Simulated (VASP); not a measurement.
Tl, 1 atom in the cell. It takes space group I4/mmm (No. 139, tetragonal). Conventional cell: a = 3.314 Å, b = 3.314 Å, c = 4.933 Å, α = 90.00°, β = 90.00°, γ = 90.00°. Tl (site symmetry 4/mmm) has 12 Tl at 3.31 to 3.40 Å within 4.4 Å.  This cell differs from its parent crystal: strain -0.050 along x and y, +0.000 along z.

```yaml
Program: VASP 6.6.1
Task: single point
Functional: LDA
Potentials_or_basis: VASP PAW LDA potentials, release 64 (Tl_d)
Cutoff: 520 eV
k_mesh: 16 × 16 × 16
Occupations: gaussian, width 0.15 eV
Spin: no spin polarisation
Dipole_correction: no
Further_INCAR_settings: ALGO = Fast; EDIFF = 1e-06; NBANDS = 12
```

Potentials or basis: VASP PAW LDA potentials, release 64 (Tl_d).

Run with:

```console
$ cat potpaw_LDA.64/Tl_d/POTCAR > POTCAR
$ mpirun -np 1 vasp_std > vasp.out
```

Hardware: 1 thread of AMD EPYC 7R43 64-Core Processor (Zen 3) (shared host).

Question: How long does it take, and how much memory?

Answer: It took 110 s on 1 thread of AMD EPYC 7R43 64-Core Processor (Zen 3), on a shared host, peak memory 0.19 GiB. Counts: scf iterations 11, k points 349.
